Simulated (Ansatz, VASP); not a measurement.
**Re: VASP beside Ansatz**

```
Re
1.0
    -1.84982    1.51978    1.35603
     1.51978   -1.84982    1.35603
     3.42436    3.42436   -1.96049
Re
2
Direct
  0.95833 0.04167 0.00000
  0.79167 0.20833 0.50000
```

Alike in both runs: task single point; functional PBEsol; k mesh 17 × 17 × 8; occupations fermi-dirac, width 0.1 eV; no spin polarisation.

```csv
,VASP,Ansatz
version,VASP 6.6.1,Ansatz 0.2.0
potentials or method,"VASP PAW PBE potentials, release 64 (Re), cutoff 520 eV","plane waves (420 eV) with PAW, scalar-relativistic"
valence electrons in the cell,14,30
```

VASP gave:

| Property | Result |
| --- | --- |
| pressure (GPa) | 0.1 |
| traceless stress, the component that is largest in VASP (GPa) | -0.10 |

Task: What did Ansatz give for the same quantities?

Result: Pressure (GPa): 0.1; traceless stress, the component that is largest in VASP (GPa): -0.04.

VASP's potentials were made for PBE, not for PBEsol, and Ansatz warns of the same on its side. VASP's potentials hold 14 valence electrons a cell and Ansatz's 30, so a difference there can come from the potentials and not from the codes.

Neither program's run includes spin-orbit coupling.
